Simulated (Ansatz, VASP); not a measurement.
Two plane-wave programs on WS2

Contents of INCAR:

```
SYSTEM = WS2
ALGO = Normal
EDIFF = 1E-7
ENCUT = 520
ISIF = 2
ISMEAR = 0
LASPH = .TRUE.
LCHARG = .FALSE.
LREAL = .FALSE.
LWAVE = .FALSE.
NBANDS = 20
NELM = 100
PREC = Accurate
SIGMA = 0.05
```

File KPOINTS:

```
k-points
0
G
  12 12 2
  0 0 0
```

The input POSCAR:

```
WS2
1.0
    3.3108570094      0.0000000000      0.0000000000
   -1.6554285047      2.8672862784      0.0000000000
    0.0000000000      0.0000000000     15.5945316588
W S
1 2
Direct
    0.3333333333      0.6666666667      0.0000000000
    0.6666666667      0.3333333333      0.9079994900
    0.6666666667      0.3333333333      0.0920005100
```

Input for Ansatz:

```yaml
crystal:
  lattice:
    - [3.3108570094, 0.0, 0.0]
    - [-1.6554285047, 2.8672862784, 0.0]
    - [0.0, 0.0, 15.5945316588]
  atoms:
    - { symbol: W, position: [0.3333333333, 0.6666666667, 0.0] }
    - { symbol: S, position: [0.6666666667, 0.3333333333, 0.90799949] }
    - { symbol: S, position: [0.6666666667, 0.3333333333, 0.09200051] }
basis:
  ecutwfc: 420
kpoints:
  mp_grid: { grid: [12, 12, 2] }
hamiltonian:
  xc: lda
scf:
  occupations: { method: gaussian, width: 0.05 }
output:
  forces: true
  stress: true
  eigenvalues: true
  write_density: true
  write_potential: true
  elf: true
  volumetric_format: npy
```

Change from the starting cell: strain +0.040 along x and y, -0.080 along z, atoms carried along.

Alike in both runs: task single point; functional LDA; k mesh 12 × 12 × 2; occupations gaussian, width 0.05 eV; no spin polarisation.

```csv
,VASP,Ansatz
version,VASP 6.6.1,Ansatz 0.2.0
potentials or method,"VASP PAW LDA potentials, release 64 (W_sv, S), cutoff 520 eV","scalar-relativistic, plane waves, PAW"
valence electrons in the cell,26,26
```

Ansatz gave:

```
gap on the k mesh at the Fermi level (eV) : 0.21
least direct gap on the mesh (eV)         : 1.18
rms of the force components (eV/Å)        : 0.642
```

Which values does VASP return?

gap on the k mesh at the Fermi level (eV): 0.22; least direct gap on the mesh (eV): 1.19; rms of the force components (eV/Å): 0.662.

LDA's correlation is that of Perdew and Zunger in VASP and of Perdew and Wang (1992) in Ansatz. Atom by atom the forces differ by 0.020 eV/Å (rms over components). Ansatz's warnings: xc potential rough in thin density.

Neither program's run includes spin-orbit coupling.
